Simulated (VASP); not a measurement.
# ZnO (Fm-3m) in VASP: further runs

Runs on ZnO. Level: PBE. Tasks: single point.

Everything below comes from runs of VASP 6.6.1. Logs are shortened: lines on timing, memory, paths and dates and some standing lists are left out, and cuts for length are marked.

### 1 The cell of the first run

The structure is cubic, space group Fm-3m (No. 225). Conventional cell: a = 4.241 Å, b = 4.241 Å, c = 4.241 Å, α = 90.00°, β = 90.00°, γ = 90.00°. Within 2.8 Å of Zn (site symmetry m-3m) lie 6 O at 2.12 Å. Within 2.8 Å of O (site symmetry m-3m) lie 6 Zn at 2.12 Å.

### 2 Single point, PBE (volume scaled by 0.94)

File INCAR:

```
SYSTEM = ZnO
PREC = Accurate
ENCUT = 520
EDIFF = 1E-6
ISMEAR = 0
SIGMA = 0.02
LREAL = .FALSE.
LASPH = .TRUE.
NELM = 60
ALGO = Normal
ISIF = 2
LWAVE = .FALSE.
LCHARG = .FALSE.
GGA = PE
NBANDS = 16
```

File KPOINTS:

```
regular mesh
0
G
  12 12 12
  0 0 0
```

File POSCAR:

```
ZnO
1.0
    0.0000000000      2.1206680987      2.1206680987
    2.1206680987      0.0000000000      2.1206680987
    2.1206680987      2.1206680987      0.0000000000
Zn O
1 1
Direct
    0.0000000000      0.0000000000      0.0000000000
    0.5000000000      0.5000000000      0.5000000000
```

Potentials or basis: VASP PAW PBE potentials, release 64 (Zn, O).

On the command line:

```bash
cat potpaw_PBE.64/Zn/POTCAR potpaw_PBE.64/O/POTCAR > POTCAR
mpirun -np 1 vasp_std > vasp.out
```

OUTCAR:

```text
SYSTEM = ZnO
   PREC = Accurate
   ENCUT = 520
   EDIFF = 1E-6
   ISMEAR = 0
   LREAL = .FALSE.
   LASPH = .TRUE.
   NELM = 60
   ISIF = 2
   GGA = PE

 ion  position               nearest neighbor table
   1  0.000  0.000  0.000-   2 2.12   2 2.12   2 2.12   2 2.12   2 2.12   2 2.12
   2  0.500  0.500  0.500-   1 2.12   1 2.12   1 2.12   1 2.12   1 2.12   1 2.12

  LATTYP: Found a face centered cubic cell.
 ALAT       =     4.2413361974

  Lattice vectors:

 A1 = (   0.0000000000,   2.1206680987,   2.1206680987)
 A2 = (   2.1206680987,   0.0000000000,   2.1206680987)
 A3 = (   2.1206680987,   2.1206680987,   0.0000000000)

Analysis of symmetry for initial positions (statically):
=====================================================================
 Subroutine PRICEL returns:
 Original cell was already a primitive cell.

 Routine SETGRP: Setting up the symmetry group for a
 face centered cubic supercell.

 Subroutine GETGRP returns: Found 48 space group operations
 (whereof 48 operations were pure point group operations)
 out of a pool of 48 trial point group operations.

The static configuration has the point symmetry O_h .

Analysis of symmetry for dynamics (positions and initial velocities):
=====================================================================
 Subroutine PRICEL returns:
 Original cell was already a primitive cell.

 Routine SETGRP: Setting up the symmetry group for a
 face centered cubic supercell.

 Subroutine GETGRP returns: Found 48 space group operations
 (whereof 48 operations were pure point group operations)
 out of a pool of 48 trial point group operations.

The dynamic configuration has the point symmetry O_h .

 Subroutine INISYM returns: Found 48 space group operations
 (whereof 48 operations are pure point group operations),
 and found     1 'primitive' translations

----------------------------------------------------------------------------------------

                                     Primitive cell

  volume of cell :      19.0743

  direct lattice vectors                    reciprocal lattice vectors
     0.000000000  2.120668099  2.120668099    -0.235774754  0.235774754  0.235774754
     2.120668099  0.000000000  2.120668099     0.235774754 -0.235774754  0.235774754
     2.120668099  2.120668099  0.000000000     0.235774754  0.235774754 -0.235774754

  length of vectors
     2.999077586  2.999077586  2.999077586     0.408373854  0.408373854  0.408373854

  position of ions in fractional coordinates (direct lattice)
     0.000000000  0.000000000  0.000000000
[... 67 lines left out ...]
   NGXF,Y,Z  is equivalent  to a cutoff of  26.61, 26.61, 26.61 a.u.
 SYSTEM =  ZnO
   PREC   = accura    normal or accurate (medium, high low for compatibility)
   ISTART =      0    job   : 0-new  1-cont  2-samecut
   ICHARG =      2    charge: 1-file 2-atom 10-const
   ISPIN  =      1    spin polarized calculation?
   LNONCOLLINEAR =      F non collinear calculations
   LSORBIT =      F    spin-orbit coupling
   LASPH  =      T    aspherical Exc in radial PAW
   ENCUT  =  520.0 eV  38.22 Ry    6.18 a.u.   5.58  5.58  5.58*2*pi/ulx,y,z
   NELM   =     60;   NELMIN=  2; NELMDL= -5     # of ELM steps
   EDIFF  = 0.1E-05   stopping-criterion for ELM
   LREAL  =      F    real-space projection
[... 7 lines left out ...]
   TEBEG  =    0.0;   TEEND  =   0.0 temperature during run
   PSTRESS=    0.0 pullay stress
   NELECT =      18.0000    total number of electrons
   NUPDOWN=      -1.0000    fix difference up-down
   EMIN   =  10.00;   EMAX   =-10.00  energy-range for DOS
   EFERMI =   0.00;   METHOD = LEGACY
   ISMEAR =     0;   SIGMA  =   0.02  broadening in eV -4-tet -1-fermi 0-gaus
   EFERMI_NEDOS =   21; number of points for ismear=-14 and -15
   IALGO  =     38    algorithm
   IMIX   =      4    mixing-type and parameters
     AMIX     =   0.40;   BMIX     =  1.00
     AMIX_MAG =   1.60;   BMIX_MAG =  1.00
  volume/ion in A,a.u.               =       9.54        64.36
  Fermi-wavevector in a.u.,A,eV,Ry     =   1.605769  3.034463 35.082525  2.578493
  Thomas-Fermi vector in A             =   2.702062
   LORBIT       =      0    0 simple, 1 ext, 2 COOP (PROOUT), +10 PAW based schemes
   GGA     = PE    functional components
   LHFCALC =     F    Hartree Fock is set to
   AEXX    =    0.0000 exact exchange contribution
   IVDW    =     0    specifies the selected vdW correction
   LEPSILON=     F    determine dielectric tensor
   LRPA    =     F    only Hartree local field effects (RPA)
 non-spin polarized calculation
 Gauss-broadening in eV      SIGMA  =   0.02
  energy-cutoff  :      520.00
  volume of cell :       19.07
 maximum number of plane-waves:       532
 NGX is ok and might be reduce to    24
   NGX = 11   NGY = 11   NGZ = 11

 number of electron      17.9999993 magnetization

 Free energy of the ion-electron system (eV)
  ---------------------------------------------------
  ext. energy  EPLUGINS =         0.00000000
  ---------------------------------------------------
  free energy    TOTEN  =        -8.57948856 eV

  energy without entropy =       -8.57948856  energy(sigma->0) =       -8.57948856

 E-fermi :   3.1809     XC(G=0): -12.4497

 val. band max:        3.0247063240   @ k =   0.5000   0.0000   0.0000
 cond. band min:       4.0266142015   @ k =   0.0000   0.0000   0.0000
 fundamental gap:      1.0019078774
 Fermi energy:         3.1808685141

 k-point     1 :       0.0000    0.0000    0.0000
  band No.  band energies     occupation
      1     -15.8313      2.00000
      2      -1.8854      2.00000
      3      -1.8854      2.00000
      4      -1.8854      2.00000
      5      -1.6573      2.00000
      6      -1.6573      2.00000
[... 433 lines left out ...]
      3      -2.8237      2.00000
      4      -2.7961      2.00000
      5      -1.4503      2.00000
      6      -1.4451      2.00000
[... 8 lines left out ...]
     15      26.3942      0.00000
     16      27.0003      0.00000

 [... further k-points ...]
[... 5 lines left out ...]
  --------------------------------------------------------------------------------------
  -------------------------------------------------------------------------------------
  Total        1.5594118      1.5594118      1.5594118     -0.0000000      0.0000000     -0.0000000
  in kB      130.9855222    130.9855222    130.9855222     -0.0000000      0.0000000     -0.0000000
  external PRESSURE =     130.9855222 kB  Pullay stress =       0.0000000 kB

 VOLUME and BASIS-vectors are now :
 -----------------------------------------------------------------------------
  energy-cutoff  :      520.00
  volume of cell :       19.07
      direct lattice vectors                 reciprocal lattice vectors
     0.000000000  2.120668099  2.120668099    -0.235774754  0.235774754  0.235774754
     2.120668099  0.000000000  2.120668099     0.235774754 -0.235774754  0.235774754
     2.120668099  2.120668099  0.000000000     0.235774754  0.235774754 -0.235774754

 POSITION                                       TOTAL-FORCE (eV/Angst)
 -----------------------------------------------------------------------------------
      0.00000      0.00000      0.00000        -0.000000     -0.000000     -0.000000
      2.12067      2.12067      2.12067         0.000000      0.000000      0.000000
 -----------------------------------------------------------------------------------
    total drift:                                0.000000     -0.000000     -0.000000

  FREE ENERGIE OF THE ION-ELECTRON SYSTEM (eV)
  ---------------------------------------------------
  free  energy   TOTEN  =        -8.5794885631 eV

  energy  without entropy=       -8.5794885631  energy(sigma->0) =       -8.57948856
```

OSZICAR:

```text
N       E                     dE             d eps       ncg     rms          rms(c)
DAV:   1     0.876373494239E+02    0.87637E+02   -0.96856E+03  2448   0.175E+03
DAV:   2    -0.591168774262E+01   -0.93549E+02   -0.85443E+02  2568   0.295E+02
DAV:   3    -0.100481685169E+02   -0.41365E+01   -0.41233E+01  2632   0.623E+01
DAV:   4    -0.100653470069E+02   -0.17178E-01   -0.17178E-01  2848   0.402E+00
DAV:   5    -0.100653962286E+02   -0.49222E-04   -0.49222E-04  2704   0.203E-01    0.975E+00
DAV:   6    -0.859237751614E+01    0.14730E+01   -0.26590E+00  3368   0.494E+01    0.669E+00
DAV:   7    -0.859448872227E+01   -0.21112E-02   -0.51241E-01  2712   0.112E+01    0.371E+00
DAV:   8    -0.858184654572E+01    0.12642E-01   -0.56451E-02  2440   0.224E+00    0.601E-01
DAV:   9    -0.857935514097E+01    0.24914E-02   -0.51270E-03  3448   0.148E+00    0.700E-02
DAV:  10    -0.857946624501E+01   -0.11110E-03   -0.87465E-04  2488   0.258E-01    0.366E-02
DAV:  11    -0.857948871442E+01   -0.22469E-04   -0.23037E-05  2736   0.724E-02    0.605E-03
DAV:  12    -0.857948856314E+01    0.15128E-06   -0.11858E-06  2080   0.189E-02
   1 F= -.85794886E+01 E0= -.85794886E+01  d E =-.173852E-30
```

stdout:

```text
POSCAR found type information on POSCAR ZnO
 POSCAR found :  2 types and       2 ions
 scaLAPACK will be used
 LDA part: xc-table for (Slater+PW92), standard interpolation
 POSCAR, INCAR and KPOINTS ok, starting setup
 FFT: planning ... GRIDC
 FFT: planning ... GRID_SOFT
 FFT: planning ... GRID
 WAVECAR not read
 entering main loop
```

Wall time 6.7 s (1 thread of Intel Xeon 6975P-C (Granite Rapids), shared host); peak memory 0.14 GiB.

Results:

| Quantity | Value |
| --- | --- |
| Free energy | -8.5795 eV |
| Pressure | 13.1 GPa |
| Band gap on the k mesh | 1.00 eV, indirect (least direct gap 2.48 eV) |

 A k mesh can miss the band edges.

### 3 Single point, PBE (volume scaled by 0.97)

File INCAR:

```
PREC     = Accurate       # precision mode
ENCUT    = 520            # plane-wave cutoff, eV
EDIFF    = 1E-7           # SCF threshold, eV
ISMEAR   = 0              # smearing method
SIGMA    = 0.02           # smearing width, eV
LREAL    = F              # projectors in reciprocal space
LASPH    = T              # aspherical terms in the spheres
NELM     = 100            # most SCF steps
ALGO     = Normal         # electronic algorithm
ISIF     = 2              # what is computed and relaxed
LWAVE    = F              # write WAVECAR
LCHARG   = F              # write CHGCAR
GGA      = PE             # functional
NBANDS   = 16             # bands
```

File KPOINTS:

```
regular mesh
0
Gamma
  12 12 12
```

File POSCAR:

```
ZnO
1.0
    0.0000000000      2.1429925613      2.1429925613
    2.1429925613      0.0000000000      2.1429925613
    2.1429925613      2.1429925613      0.0000000000
Zn O
1 1
Direct
    0.0000000000      0.0000000000      0.0000000000
    0.5000000000      0.5000000000      0.5000000000
```

Potentials or basis: VASP PAW PBE potentials, release 64 (Zn, O).

On the command line:

```bash
cat potpaw_PBE.64/Zn/POTCAR potpaw_PBE.64/O/POTCAR > POTCAR
mpirun -np 1 vasp_std > vasp.out
```

It took 7.8 s on 1 thread of Intel Xeon 6975P-C (Granite Rapids), shared host; peak memory 0.15 GiB.

It converged, with:

- Free energy: -8.6172 eV
- Pressure: 6.5 GPa
- Band gap on the k mesh: 0.86 eV, indirect (least direct gap 2.21 eV)

Levels at points of the mesh, in eV from the valence-band top:
```tsv
k point	band 6	band 7	band 8	band 9	band 10	band 11	band 12	band 13
(0.00, 0.00, 0.00)	-4.64	-1.35	-1.35	-1.35	0.86	17.95	17.95	17.95
(0.50, 0.00, 0.00)	-4.43	-3.61	0.00	0.00	5.43	9.05	12.79	12.79
(0.50, 0.50, 0.00)	-4.32	-4.01	-2.78	-2.78	4.20	10.65	11.26	15.36
```
